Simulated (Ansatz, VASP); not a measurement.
# LiCl in VASP and in Ansatz

The input POSCAR:

```
LiCl
1.0
    0.0000000000      2.5302166739      2.5302166739
    2.5302166739      0.0000000000      2.5302166739
    2.5302166739      2.5302166739      0.0000000000
Li Cl
1 1
Direct
    0.0000000000      0.0000000000      0.0000000000
    0.5000000000      0.5000000000      0.5000000000
```

The input INCAR.step1:

```
SYSTEM = LiCl
ALGO = Normal
EDIFF = 1E-4
ENCUT = 520
GGA = PE
ISMEAR = 0
LASPH = .True.
LCHARG = .False.
LREAL = .False.
LWAVE = .True.
NBANDS = 12
NELM = 100
PREC = Accurate
SIGMA = 0.01
```

INCAR.step2

```
SYSTEM = LiCl
ALGO = Normal
EDIFF = 1E-6
ENCUT = 520
ISIF = 2
ISMEAR = 0
ISTART = 1
LASPH = .True.
LCHARG = .True.
LELF = .True.
LMIXTAU = .True.
LREAL = .False.
LVHAR = .True.
LWAVE = .False.
METAGGA = R2SCAN
NBANDS = 12
NELM = 100
PREC = Accurate
SIGMA = 0.01
```

Contents of KPOINTS:

```
k-points
0
Gamma
  8 8 8
  0 0 0
```

Input for Ansatz:

```yaml
crystal:
  lattice:
    - [0.0, 2.5302166739, 2.5302166739]
    - [2.5302166739, 0.0, 2.5302166739]
    - [2.5302166739, 2.5302166739, 0.0]
  atoms:
    - { symbol: Li, position: [0.0, 0.0, 0.0] }
    - { symbol: Cl, position: [0.5, 0.5, 0.5] }
kpoints:
  mp_grid: { grid: [8, 8, 8] }
hamiltonian:
  xc: r2scan
scf:
  occupations: { method: fixed }
  n_extra_bands: 4
output:
  forces: true
  stress: true
  eigenvalues: true
```

Alike in both runs: task single point; functional r2SCAN; k mesh 8 × 8 × 8; no spin polarisation.

|  | VASP | Ansatz |
| --- | --- | --- |
| version | VASP 6.6.1 | Ansatz 0.2.0 |
| potentials or method | VASP PAW PBE potentials, release 64 (Li_sv, Cl) | plane waves, PAW |
| plane-wave cutoff (eV) | 520 | 500 |
| occupations | gaussian, width 0.01 eV | fixed |
| valence electrons in the cell | 10 | 10 |

VASP gave:

```
gap on the k mesh at the Fermi level (eV) : 7.57
```

Problem. Which values does Ansatz return?

Solution. gap on the k mesh at the Fermi level (eV): 7.49.

VASP's potentials were made for PBE, not for r2SCAN.

Noted on VASP's run: the cutoff is short for stress, so the pressure is rough.
